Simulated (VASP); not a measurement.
# AlN (P1) in VASP: a series of runs

The runs below take AlN through single point, with PBE.

All numbers are computed with VASP 6.6.1; they aren't measurements. Logs are shortened: lines on timing, memory, paths and dates and some standing lists are left out, and cuts for length are marked.

**1. The cell of the first run**

The typed cell holds 4 atoms: a = 3.113 Å, b = 3.113 Å, c = 5.393 Å, α = 73.22°, β = 73.22°, γ = 60.00°.

**2. Single point, PBE (mode 4 frozen in at -0.051 Å and mode 10 at +0.060 Å (largest displacements))**

The input, INCAR:

```
  ALGO = Normal
  EDIFF = 1E-7
  ENCUT = 520
  GGA = PE
  ISIF = 2
  ISMEAR = 0
  LASPH = True
  LCHARG = True
  LELF = True
  LREAL = False
  LVHAR = True
  LWAVE = False
  NBANDS = 16
  NELM = 80
  PREC = Accurate
  SIGMA = 0.05
```

The input, KPOINTS:

```
k-points
0
Gamma
  6 6 6
```

The input, POSCAR:

```
AlN
1.0
    0.0000000000     -2.2015682416     -2.2015682416
   -2.2015682416      0.0000000000     -2.2015682416
    2.2015682416      2.2015682416     -4.4031364832
Al N
2 2
Direct
   -0.0005210568      0.0216307170      0.0035370201
    0.5075950970      0.4854433232      0.5035370201
    0.3645504334      0.3843995396      0.8681866750
    0.8718229165      0.8519738103      0.3681866750
```

Potentials or basis: VASP PAW PBE potentials, release 64 (Al, N).

Command:

```console
cat potpaw_PBE.64/Al/POTCAR potpaw_PBE.64/N/POTCAR > POTCAR
mpirun -np 1 vasp_std > vasp.out
```

OUTCAR:

```text
EDIFF = 1E-7
   ENCUT = 520
   GGA = PE
   ISIF = 2
   ISMEAR = 0
   LASPH = True
   LREAL = False
   NELM = 80
   PREC = Accurate

 ion  position               nearest neighbor table
   1  0.999  0.022  0.004-   3 1.85   4 1.86   3 1.96   3 1.97   2 3.06   2 3.07   2 3.10   2 3.13
                             2 3.16   2 3.17
   2  0.508  0.485  0.504-   3 1.86   4 1.86   4 1.96   4 1.96   1 3.06   1 3.07   1 3.10   1 3.13
                             1 3.16   1 3.17
   3  0.365  0.384  0.868-   1 1.85   2 1.86   1 1.96   1 1.97
   4  0.872  0.852  0.368-   2 1.86   1 1.86   2 1.96   2 1.96

  LATTYP: Found a trigonal (rhomboedric) cell.
 ALAT       =     5.3927188258
 COS(alpha) =     0.8333333333

  Lattice vectors:

 A1 = (   2.2015682416,   4.4031364832,  -2.2015682416)
 A2 = (   4.4031364832,   2.2015682416,  -2.2015682416)
 A3 = (   2.2015682416,   2.2015682416,  -4.4031364832)

Analysis of symmetry for initial positions (statically):
=====================================================================
 Subroutine PRICEL returns:
 Original cell was already a primitive cell.

 Routine SETGRP: Setting up the symmetry group for a
 trigonal (rhombohedral) supercell.

 Subroutine GETGRP returns: Found  1 space group operations
 (whereof  1 operations were pure point group operations)
 out of a pool of 12 trial point group operations.

The static configuration has the point symmetry C_1 .

Analysis of symmetry for dynamics (positions and initial velocities):
=====================================================================
 Subroutine PRICEL returns:
 Original cell was already a primitive cell.

 Routine SETGRP: Setting up the symmetry group for a
 trigonal (rhombohedral) supercell.

 Subroutine GETGRP returns: Found  1 space group operations
 (whereof  1 operations were pure point group operations)
 out of a pool of 12 trial point group operations.

The dynamic configuration has the point symmetry C_1 .

 Subroutine INISYM returns: Found  1 space group operations
 (whereof  1 operations are pure point group operations),
 and found     1 'primitive' translations

----------------------------------------------------------------------------------------

                                     Primitive cell

  volume of cell :      42.6831

  direct lattice vectors                    reciprocal lattice vectors
     0.000000000 -2.201568242 -2.201568242     0.113555417 -0.340666251 -0.113555417
    -2.201568242  0.000000000 -2.201568242    -0.340666251  0.113555417 -0.113555417
     2.201568242  2.201568242 -4.403136483     0.113555417  0.113555417 -0.113555417

  length of vectors
     3.113487666  3.113487666  5.392718826     0.376620712  0.376620712  0.196683752

  position of ions in fractional coordinates (direct lattice)
     0.999478943  0.021630717  0.003537020
     0.507595097  0.485443323  0.503537020
     0.364550433  0.384399540  0.868186675
     0.871822917  0.851973810  0.368186675

  ion indices of the primitive-cell ions
   primitive index   ion index
                 1           1
                 2           2
                 3           3
                 4           4

----------------------------------------------------------------------------------------

 KPOINTS: k-points

Automatic generation of k-mesh.
 Grid dimensions read from file:
 generate k-points for:    6    6    6

 Generating k-lattice:

  Cartesian coordinates                     Fractional coordinates (reciprocal lattice)
     0.018925903 -0.056777709 -0.018925903     0.166666667  0.000000000  0.000000000
    -0.056777709  0.018925903 -0.018925903     0.000000000  0.166666667  0.000000000
     0.018925903  0.018925903 -0.018925903     0.000000000  0.000000000  0.166666667

  Length of vectors
     0.062770119  0.062770119  0.032780625

  Shift w.r.t. Gamma in fractional coordinates (k-lattice)
     0.000000000  0.000000000  0.000000000

 Subroutine IBZKPT returns following result:
 ===========================================

 Found    112 irreducible k-points:

 Following reciprocal coordinates:
            Coordinates               Weight
  0.000000  0.000000  0.000000      1.000000
  0.166667  0.000000 -0.000000      2.000000
  0.000000  0.166667 -0.000000      2.000000
 -0.166667 -0.166667 -0.166667      2.000000
  0.333333  0.000000  0.000000      2.000000
  0.000000  0.333333  0.000000      2.000000
[... 16 lines left out ...]
 -0.166667  0.500000 -0.000000      2.000000
 -0.333333  0.500000  0.500000      2.000000
 [... further k-points ...]
   k-points           NKPTS =    112   k-points in BZ     NKDIM =    112   number of bands    NBANDS=     16
   number of dos      NEDOS =    301   number of ions     NIONS =      4
   total plane-waves  NPLWV =  23040
   dimension x,y,z NGX =    24 NGY =   24 NGZ =   40
   dimension x,y,z NGXF=    48 NGYF=   48 NGZF=   80
   ions per type =               2   2
   NGX,Y,Z   is equivalent  to a cutoff of  12.81, 12.81, 12.33 a.u.
   NGXF,Y,Z  is equivalent  to a cutoff of  25.63, 25.63, 24.66 a.u.
 SYSTEM =  unknown system
   PREC   = accura    normal or accurate (medium, high low for compatibility)
   ISTART =      0    job   : 0-new  1-cont  2-samecut
   ICHARG =      2    charge: 1-file 2-atom 10-const
   ISPIN  =      1    spin polarized calculation?
   LNONCOLLINEAR =      F non collinear calculations
   LSORBIT =      F    spin-orbit coupling
   LASPH  =      T    aspherical Exc in radial PAW
   ENCUT  =  520.0 eV  38.22 Ry    6.18 a.u.   5.79  5.79 10.03*2*pi/ulx,y,z
   NELM   =     80;   NELMIN=  2; NELMDL= -5     # of ELM steps
   EDIFF  = 0.1E-06   stopping-criterion for ELM
   LREAL  =      F    real-space projection
   EDIFFG = 0.1E-05   stopping-criterion for IOM
   NSW    =      0    number of steps for IOM
   IBRION =     -1    ionic relax: 0-MD 1-quasi-New 2-CG
   NFREE  =      0    steps in history (QN), initial steepest desc. (CG)
   ISIF   =      2    stress and relaxation
   ISYM   =      2    0-nonsym 1-usesym 2-fastsym
   POTIM  = 0.5000    time-step for ionic-motion
   TEBEG  =    0.0;   TEEND  =   0.0 temperature during run
   PSTRESS=    0.0 pullay stress
   NELECT =      16.0000    total number of electrons
   NUPDOWN=      -1.0000    fix difference up-down
   EMIN   =  10.00;   EMAX   =-10.00  energy-range for DOS
   EFERMI =   0.00;   METHOD = LEGACY
   ISMEAR =     0;   SIGMA  =   0.05  broadening in eV -4-tet -1-fermi 0-gaus
   EFERMI_NEDOS =   21; number of points for ismear=-14 and -15
   IALGO  =     38    algorithm
   IMIX   =      4    mixing-type and parameters
     AMIX     =   0.40;   BMIX     =  1.00
     AMIX_MAG =   1.60;   BMIX_MAG =  1.00
  volume/ion in A,a.u.               =      10.67        72.01
  Fermi-wavevector in a.u.,A,eV,Ry     =   1.180400  2.230633 18.957611  1.393345
  Thomas-Fermi vector in A             =   2.316693
   LORBIT       =      0    0 simple, 1 ext, 2 COOP (PROOUT), +10 PAW based schemes
   GGA     = PE    functional components
   LHFCALC =     F    Hartree Fock is set to
   AEXX    =    0.0000 exact exchange contribution
   IVDW    =     0    specifies the selected vdW correction
   LEPSILON=     F    determine dielectric tensor
   LRPA    =     F    only Hartree local field effects (RPA)
 non-spin polarized calculation
 Gauss-broadening in eV      SIGMA  =   0.05
  energy-cutoff  :      520.00
  volume of cell :       42.68
 maximum number of plane-waves:      1168
   NGX = 11   NGY = 11   NGZ = 21

 number of electron      15.9999999 magnetization

 Free energy of the ion-electron system (eV)
  ---------------------------------------------------
  ext. energy  EPLUGINS =         0.00000000
  ---------------------------------------------------
  free energy    TOTEN  =       -29.56308747 eV

  energy without entropy =      -29.56308747  energy(sigma->0) =      -29.56308747

 E-fermi :   6.1913     XC(G=0): -10.8296

 val. band max:        5.9752080684   @ k =   0.0000   0.0000   0.0000
 cond. band min:       9.0451003247   @ k =   0.5000   0.0000   0.5000
 fundamental gap:      3.0698922564
 Fermi energy:         6.1913005392

 k-point     1 :       0.0000    0.0000    0.0000
  band No.  band energies     occupation
      1      -9.0977      2.00000
      2      -7.1070      2.00000
      3      -0.0793      2.00000
      4       5.2093      2.00000
      5       5.4497      2.00000
      6       5.5392      2.00000
[... 8 lines left out ...]
     15      18.0982      0.00000
     16      18.1297      0.00000

 k-point     2 :       0.1667    0.0000   -0.0000
  band No.  band energies     occupation
      1      -8.7428      2.00000
      2      -6.9371      2.00000
      3       0.3772      2.00000
      4       4.0868      2.00000
      5       4.3148      2.00000
      6       5.0464      2.00000
[... 8 lines left out ...]
     15      18.2505      0.00000
     16      18.5449      0.00000

 k-point     3 :       0.0000    0.1667   -0.0000
  band No.  band energies     occupation
      1      -8.7428      2.00000
      2      -6.9367      2.00000
      3       0.3766      2.00000
      4       4.0742      2.00000
      5       4.3181      2.00000
      6       5.0618      2.00000
[... 8 lines left out ...]
     15      18.2644      0.00000
     16      18.4586      0.00000

 k-point     4 :      -0.1667   -0.1667   -0.1667
  band No.  band energies     occupation
      1      -8.7411      2.00000
      2      -6.9343      2.00000
      3       0.3738      2.00000
      4       3.9456      2.00000
      5       4.1700      2.00000
      6       5.2229      2.00000
[... 8 lines left out ...]
     15      18.3387      0.00000
     16      18.4867      0.00000
[... 324 lines left out ...]
 k-point    22 :      -0.1667    0.3333   -0.1667
  band No.  band energies     occupation
      1      -7.0953      2.00000
      2      -6.6387      2.00000
      3       1.2622      2.00000
      4       1.6083      2.00000
      5       2.7030      2.00000
      6       3.4758      2.00000
[... 8 lines left out ...]
     15      18.5486      0.00000
     16      19.1135      0.00000

 k-point    23 :      -0.1667    0.5000   -0.0000
  band No.  band energies     occupation
      1      -7.0858      2.00000
      2      -6.6422      2.00000
      3       1.2404      2.00000
      4       1.4986      2.00000
      5       2.8538      2.00000
      6       3.4735      2.00000
[... 8 lines left out ...]
     15      18.5330      0.00000
     16      19.0988      0.00000

 k-point    24 :      -0.3333    0.5000    0.5000
  band No.  band energies     occupation
      1      -7.0841      2.00000
      2      -6.6310      2.00000
      3       1.1072      2.00000
      4       1.4933      2.00000
      5       2.8558      2.00000
      6       3.4495      2.00000
[... 8 lines left out ...]
     15      18.5635      0.00000
     16      19.1115      0.00000

 [... further k-points ...]
[... 5 lines left out ...]
  --------------------------------------------------------------------------------------
  -------------------------------------------------------------------------------------
  Total        0.2289939      0.3386415     -0.1074601      1.4716348      0.0052697      0.0086868
  in kB        8.5956374     12.7114271     -4.0336799     55.2400664      0.1978078      0.3260735
  external PRESSURE =       5.7577948 kB  Pullay stress =       0.0000000 kB

 VOLUME and BASIS-vectors are now :
 -----------------------------------------------------------------------------
  energy-cutoff  :      520.00
  volume of cell :       42.68
      direct lattice vectors                 reciprocal lattice vectors
     0.000000000 -2.201568242 -2.201568242     0.113555417 -0.340666251 -0.113555417
    -2.201568242  0.000000000 -2.201568242    -0.340666251  0.113555417 -0.113555417
     2.201568242  2.201568242 -4.403136483     0.113555417  0.113555417 -0.113555417

 POSITION                                       TOTAL-FORCE (eV/Angst)
 -----------------------------------------------------------------------------------
     -0.03983     -2.19263     -2.26362         0.206947      0.005720      1.357804
      0.03983     -0.00893     -4.40338        -0.174526      0.026987      1.089986
      1.06509      1.10879     -5.47161         0.083264     -0.032567     -1.186849
     -1.06509     -1.10879     -5.41623        -0.115686     -0.000141     -1.260941
 -----------------------------------------------------------------------------------
    total drift:                               -0.000035      0.000019      0.000239

  FREE ENERGIE OF THE ION-ELECTRON SYSTEM (eV)
  ---------------------------------------------------
  free  energy   TOTEN  =       -29.5630874704 eV

  energy  without entropy=      -29.5630874704  energy(sigma->0) =      -29.56308747
```

Run time: 55 s. Hardware: 1 thread of AMD EPYC 7R43 (Zen 3), shared host; peak memory 0.16 GiB.

Results:

```yaml
Free_energy: -29.5631 eV
Pressure: 0.6 GPa
Largest_force: 1.373 eV/Å
Band_gap_on_the_k_mesh: 3.07 eV
```

Forces on the atoms (eV/Å):
```
Al   0.207  0.006  1.358
Al  -0.175  0.027  1.090
N    0.083 -0.033 -1.187
N   -0.116  0.000 -1.261
```

Stress tensor (GPa, compression positive):
```
 0.86  5.52  0.03
 5.52  1.27  0.02
 0.03  0.02 -0.40
```

Caveat: the cell differs from its parent crystal (mode 4 frozen in at -0.051 Å and mode 10 at +0.060 Å (largest displacements)); forces of over 1 eV/Å act on the atoms, so gaps and moduli don't describe the material at rest. A k mesh can miss the band edges.

(Part 1 of 2 ends here.)
